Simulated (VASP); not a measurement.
# ZrC (Fm-3m) in VASP: further runs

ZrC is run at these levels: PBEsol, r2SCAN; tasks: single point, relaxation of cell and atoms.

Everything below comes from runs of VASP 6.6.1. Logs are shortened: lines on timing, memory, paths and dates and some standing lists are left out, and cuts for length are marked.

### Step 1. The cell of the first run

It takes space group Fm-3m (No. 225, cubic). The conventional cell has a = 4.712 Å, b = 4.712 Å, c = 4.712 Å, α = 90.00°, β = 90.00°, γ = 90.00°. Within 3.1 Å of Zr (site symmetry m-3m) lie 6 C at 2.36 Å. C (site symmetry m-3m) has 6 Zr at 2.36 Å within 3.1 Å.

### Step 2. Single point, PBEsol

The input, INCAR:

```
ALGO     = Normal         # electronic algorithm
EDIFF    = 1E-7           # SCF threshold, eV
ENCUT    = 520            # plane-wave cutoff, eV
GGA      = PS             # functional
ISIF     = 2              # what is computed and relaxed
ISMEAR   = 0              # smearing method
ISYM     = 0            
LASPH    = T              # aspherical terms in the spheres
LCHARG   = F              # write CHGCAR
LREAL    = F              # projectors in reciprocal space
LWAVE    = F              # write WAVECAR
NBANDS   = 15             # bands
NELM     = 100            # most SCF steps
PREC     = Accurate       # precision mode
SIGMA    = 0.1            # smearing width, eV
```

The input, KPOINTS:

```
Automatic mesh
0
Gamma
  10 10 15
  0.5 0.5 0.5
```

The input, POSCAR:

```
ZrC
1.0
    3.3315451709      0.0000000000      0.0000000000
    0.0000000000      3.3315451709      0.0000000000
    1.6657725854      1.6657725854      2.3557581822
Zr C
1 1
Direct
    0.5000000000      0.5000000000      0.0000000000
    0.0000000000      0.0000000000      0.0000000000
```

Potentials or basis: VASP PAW PBE potentials, release 64 (Zr_sv, C).

Launch:

```
$ cat potpaw_PBE.64/Zr_sv/POTCAR potpaw_PBE.64/C/POTCAR > POTCAR
$ mpirun -np 1 vasp_std > vasp.out
```

OUTCAR:

```text
EDIFF = 1E-7
   ENCUT = 520
   GGA = PS
   ISIF = 2
   ISMEAR = 0
   ISYM = 0
   LASPH = T
   LREAL = F
   NELM = 100
   PREC = Accurate

 ion  position               nearest neighbor table
   1  0.500  0.500  0.000-   2 2.36   2 2.36   2 2.36   2 2.36   2 2.36   2 2.36
   2  0.000  0.000  0.000-   1 2.36   1 2.36   1 2.36   1 2.36   1 2.36   1 2.36

IMPORTANT INFORMATION: All symmetrisations will be switched off!
NOSYMM: (Re-)initialisation of all symmetry stuff for point group C_1.

----------------------------------------------------------------------------------------

                                     Primitive cell

  volume of cell :      26.1470

  direct lattice vectors                    reciprocal lattice vectors
     3.331545171  0.000000000  0.000000000     0.300161021  0.000000000 -0.212245893
     0.000000000  3.331545171  0.000000000     0.000000000  0.300161021 -0.212245893
     1.665772585  1.665772585  2.355758182     0.000000000  0.000000000  0.424491787

  length of vectors
     3.331545171  3.331545171  3.331545171     0.367620671  0.367620671  0.424491787

  position of ions in fractional coordinates (direct lattice)
     0.500000000  0.500000000  0.000000000
     0.000000000  0.000000000  0.000000000

  ion indices of the primitive-cell ions
   primitive index   ion index
                 1           1
                 2           2

----------------------------------------------------------------------------------------

 KPOINTS: Automatic mesh

Automatic generation of k-mesh.
 Grid dimensions read from file:
 generate k-points for:   10   10   15

 Generating k-lattice:

  Cartesian coordinates                     Fractional coordinates (reciprocal lattice)
     0.030016102  0.000000000 -0.021224589     0.100000000  0.000000000  0.000000000
     0.000000000  0.030016102 -0.021224589     0.000000000  0.100000000  0.000000000
     0.000000000  0.000000000  0.028299452     0.000000000  0.000000000  0.066666667

  Length of vectors
     0.036762067  0.036762067  0.028299452

  Shift w.r.t. Gamma in fractional coordinates (k-lattice)
     0.500000000  0.500000000  0.500000000

 -----------------------------------------------------------------------------
|                                                                             |
|           W    W    AA    RRRRR   N    N  II  N    N   GGGG   !!!           |
|           W    W   A  A   R    R  NN   N  II  NN   N  G    G  !!!           |
|           W    W  A    A  R    R  N N  N  II  N N  N  G       !!!           |
|           W WW W  AAAAAA  RRRRR   N  N N  II  N  N N  G  GGG   !            |
|           WW  WW  A    A  R   R   N   NN  II  N   NN  G    G                |
|           W    W  A    A  R    R  N    N  II  N    N   GGGG   !!!           |
|                                                                             |
|     Your reciprocal lattice and k-lattice belong to different lattice       |
|     classes:                                                                |
|                                                                             |
|        The reciprocal lattice is body-centered cubic,                       |
|        whereas your k-lattice is base-centered monoclinic.                  |
|                                                                             |
|     Results are often still useful ...                                      |
|                                                                             |
 -----------------------------------------------------------------------------

 WARNING: IBZKPT: internal override: KBLOWUP is changed to .FALSE.
      ... skipping the blow-up phase ...

 Subroutine IBZKPT returns following result:
 ===========================================

 Found    750 irreducible k-points:

 Following reciprocal coordinates:
            Coordinates               Weight
  0.050000  0.050000  0.033333      2.000000
  0.150000  0.050000  0.033333      2.000000
  0.250000  0.050000  0.033333      2.000000
  0.350000  0.050000  0.033333      2.000000
  0.450000  0.050000  0.033333      2.000000
 -0.450000  0.050000  0.033333      2.000000
[... 16 lines left out ...]
  0.250000  0.250000  0.033333      2.000000
  0.350000  0.250000  0.033333      2.000000
 [... further k-points ...]
   k-points           NKPTS =    750   k-points in BZ     NKDIM =    750   number of bands    NBANDS=     15
   number of dos      NEDOS =    301   number of ions     NIONS =      2
   total plane-waves  NPLWV =  21952
   dimension x,y,z NGX =    28 NGY =   28 NGZ =   28
   dimension x,y,z NGXF=    56 NGYF=   56 NGZF=   56
   ions per type =               1   1
   NGX,Y,Z   is equivalent  to a cutoff of  13.97, 13.97, 13.97 a.u.
   NGXF,Y,Z  is equivalent  to a cutoff of  27.94, 27.94, 27.94 a.u.
 SYSTEM =  unknown system
   PREC   = accura    normal or accurate (medium, high low for compatibility)
   ISTART =      0    job   : 0-new  1-cont  2-samecut
   ICHARG =      2    charge: 1-file 2-atom 10-const
   ISPIN  =      1    spin polarized calculation?
   LNONCOLLINEAR =      F non collinear calculations
   LSORBIT =      F    spin-orbit coupling
   LASPH  =      T    aspherical Exc in radial PAW
   ENCUT  =  520.0 eV  38.22 Ry    6.18 a.u.   6.19  6.19  6.19*2*pi/ulx,y,z
   NELM   =    100;   NELMIN=  2; NELMDL= -5     # of ELM steps
   EDIFF  = 0.1E-06   stopping-criterion for ELM
   LREAL  =      F    real-space projection
   EDIFFG = 0.1E-05   stopping-criterion for IOM
   NSW    =      0    number of steps for IOM
   IBRION =     -1    ionic relax: 0-MD 1-quasi-New 2-CG
   NFREE  =      0    steps in history (QN), initial steepest desc. (CG)
   ISIF   =      2    stress and relaxation
   ISYM   =      0    0-nonsym 1-usesym 2-fastsym
   POTIM  = 0.5000    time-step for ionic-motion
   TEBEG  =    0.0;   TEEND  =   0.0 temperature during run
   PSTRESS=    0.0 pullay stress
   NELECT =      16.0000    total number of electrons
   NUPDOWN=      -1.0000    fix difference up-down
   EMIN   =  10.00;   EMAX   =-10.00  energy-range for DOS
   EFERMI =   0.00;   METHOD = LEGACY
   ISMEAR =     0;   SIGMA  =   0.10  broadening in eV -4-tet -1-fermi 0-gaus
   EFERMI_NEDOS =   21; number of points for ismear=-14 and -15
   IALGO  =     38    algorithm
   IMIX   =      4    mixing-type and parameters
     AMIX     =   0.40;   BMIX     =  1.00
     AMIX_MAG =   1.60;   BMIX_MAG =  1.00
  volume/ion in A,a.u.               =      13.07        88.22
  Fermi-wavevector in a.u.,A,eV,Ry     =   1.389870  2.626473 26.282892  1.931738
  Thomas-Fermi vector in A             =   2.513859
   LORBIT       =      0    0 simple, 1 ext, 2 COOP (PROOUT), +10 PAW based schemes
   GGA     = PS    functional components
   LHFCALC =     F    Hartree Fock is set to
   AEXX    =    0.0000 exact exchange contribution
   IVDW    =     0    specifies the selected vdW correction
   LEPSILON=     F    determine dielectric tensor
   LRPA    =     F    only Hartree local field effects (RPA)
 non-spin polarized calculation
 Gauss-broadening in eV      SIGMA  =   0.10
  energy-cutoff  :      520.00
  volume of cell :       26.15
 maximum number of plane-waves:       713
 NGX is ok and might be reduce to    28
   NGX = 13   NGY = 13   NGZ = 13

 number of electron      16.0000000 magnetization

 Free energy of the ion-electron system (eV)
  ---------------------------------------------------
  ext. energy  EPLUGINS =         0.00000000
  ---------------------------------------------------
  free energy    TOTEN  =       -20.56243549 eV

  energy without entropy =      -20.56091576  energy(sigma->0) =      -20.56167563

 E-fermi :   9.4565     XC(G=0): -12.2452

 val. band max:        9.3903563797   @ k =   0.4500   0.4500   0.4333
 cond. band min:       9.4575713804   @ k =   0.4500   0.4500   0.4333
 fundamental gap:      0.0672150007
 Fermi energy:         9.4565425350

 k-point     1 :       0.0500    0.0500    0.0333
  band No.  band energies     occupation
      1     -38.5863      2.00000
      2     -16.3613      2.00000
      3     -16.3438      2.00000
      4     -16.3400      2.00000
      5      -1.7616      2.00000
      6       9.5925      0.05454
      7       9.8384      0.00000
      8       9.8577      0.00000
      9      10.4066      0.00000
     10      11.0204      0.00000
     11      11.0496      0.00000
     12      12.3142      0.00000
     13      12.9383      0.00000
     14      16.8171      0.00000
     15      20.0135      0.00000

 k-point     2 :       0.1500    0.0500    0.0333
  band No.  band energies     occupation
      1     -38.5693      2.00000
      2     -16.5132      2.00000
      3     -16.3649      2.00000
      4     -16.3481      2.00000
      5      -1.3543      2.00000
      6       8.1723      2.00000
      7       8.6859      2.00000
      8       8.8920      2.00000
      9      10.7870      0.00000
     10      11.4115      0.00000
     11      11.7253      0.00000
     12      13.6928      0.00000
     13      14.5409      0.00000
     14      17.6277      0.00000
     15      21.0638      0.00000

 k-point     3 :       0.2500    0.0500    0.0333
  band No.  band energies     occupation
      1     -38.5406      2.00000
      2     -16.7606      2.00000
      3     -16.3909      2.00000
      4     -16.3691      2.00000
      5      -0.6146      2.00000
      6       6.6867      2.00000
      7       7.6078      2.00000
      8       7.8503      2.00000
      9      11.4916      0.00000
     10      12.1250      0.00000
     11      12.3976      0.00000
     12      15.5864      0.00000
     13      16.4354      0.00000
     14      18.4805      0.00000
     15      22.4228      0.00000

 k-point     4 :       0.3500    0.0500    0.0333
  band No.  band energies     occupation
      1     -38.5110      2.00000
      2     -17.0024      2.00000
      3     -16.4127      2.00000
      4     -16.3950      2.00000
      5       0.2825      2.00000
      6       5.3237      2.00000
      7       6.8882      2.00000
      8       7.0609      2.00000
      9      12.4208      0.00000
     10      13.0533      0.00000
     11      13.3379      0.00000
     12      17.4275      0.00000
     13      17.8642      0.00000
     14      18.4568      0.00000
     15      23.2929      0.00000
[... 307 lines left out ...]
 k-point    22 :       0.1500    0.2500    0.0333
  band No.  band energies     occupation
      1     -38.5210      2.00000
      2     -16.8468      2.00000
      3     -16.4950      2.00000
      4     -16.3747      2.00000
      5      -0.1738      2.00000
      6       5.9722      2.00000
      7       7.1676      2.00000
      8       7.6026      2.00000
      9      11.6278      0.00000
     10      12.6911      0.00000
     11      13.5942      0.00000
     12      15.1223      0.00000
     13      17.9426      0.00000
     14      18.9253      0.00000
     15      22.9640      0.00000

 k-point    23 :       0.2500    0.2500    0.0333
  band No.  band energies     occupation
      1     -38.4971      2.00000
      2     -16.9198      2.00000
      3     -16.6250      2.00000
      4     -16.4052      2.00000
      5       0.2983      2.00000
      6       5.3859      2.00000
      7       6.9071      2.00000
      8       7.2576      2.00000
      9      12.1800      0.00000
     10      13.5596      0.00000
     11      14.0857      0.00000
     12      15.2671      0.00000
     13      18.6879      0.00000
     14      19.4498      0.00000
     15      22.8062      0.00000

 k-point    24 :       0.3500    0.2500    0.0333
  band No.  band energies     occupation
      1     -38.4780      2.00000
      2     -16.9898      2.00000
      3     -16.6912      2.00000
      4     -16.4499      2.00000
      5       0.5498      2.00000
      6       5.1544      2.00000
      7       6.9043      2.00000
      8       7.0343      2.00000
      9      12.9763      0.00000
     10      13.3732      0.00000
     11      14.0556      0.00000
     12      16.2522      0.00000
     13      19.0875      0.00000
     14      19.6353      0.00000
     15      22.4977      0.00000

 [... further k-points ...]
[... 5 lines left out ...]
  --------------------------------------------------------------------------------------
  -------------------------------------------------------------------------------------
  Total       -0.9487906     -0.9487903     -0.9112337      0.0046969      0.0017460      0.0017461
  in kB      -58.1378334    -58.1378130    -55.8365047      0.2878046      0.1069854      0.1069952
  external PRESSURE =     -57.3707170 kB  Pullay stress =       0.0000000 kB

 VOLUME and BASIS-vectors are now :
 -----------------------------------------------------------------------------
  energy-cutoff  :      520.00
  volume of cell :       26.15
      direct lattice vectors                 reciprocal lattice vectors
     3.331545171  0.000000000  0.000000000     0.300161021  0.000000000 -0.212245893
     0.000000000  3.331545171  0.000000000     0.000000000  0.300161021 -0.212245893
     1.665772585  1.665772585  2.355758182     0.000000000  0.000000000  0.424491787

 POSITION                                       TOTAL-FORCE (eV/Angst)
 -----------------------------------------------------------------------------------
      1.66577      1.66577      0.00000         0.000000     -0.000000      0.000000
      0.00000      0.00000      0.00000        -0.000000      0.000000     -0.000000
 -----------------------------------------------------------------------------------
    total drift:                                0.000000     -0.000000      0.000000

  FREE ENERGIE OF THE ION-ELECTRON SYSTEM (eV)
  ---------------------------------------------------
  free  energy   TOTEN  =       -20.5624354923 eV

  energy  without entropy=      -20.5609157642  energy(sigma->0) =      -20.56167563
```

Run time: 3.9 min. Hardware: 1 thread of Intel Xeon Platinum 8488C (Sapphire Rapids), shared host; peak memory 0.4 GiB.

What came out:

* Free energy: -20.5624 eV
* Pressure: -5.7 GPa
* Band gap on the k mesh: zero (bands 8 and 9 overlap by 0.70 eV)

Levels at points of the mesh, in eV from the Fermi level:
```csv
k point,band 4,band 5,band 6,band 7,band 8,band 9,band 10,band 11,band 12,band 13
"(0.05, 0.05, 0.03)",-25.80,-11.22,0.14,0.38,0.40,0.95,1.56,1.59,2.86,3.48
```

Caveat: the cell stands under tension; the PAW data sets were made with another functional, which shifts forces and pressure a little.

(Part 1 of 2 ends here.)
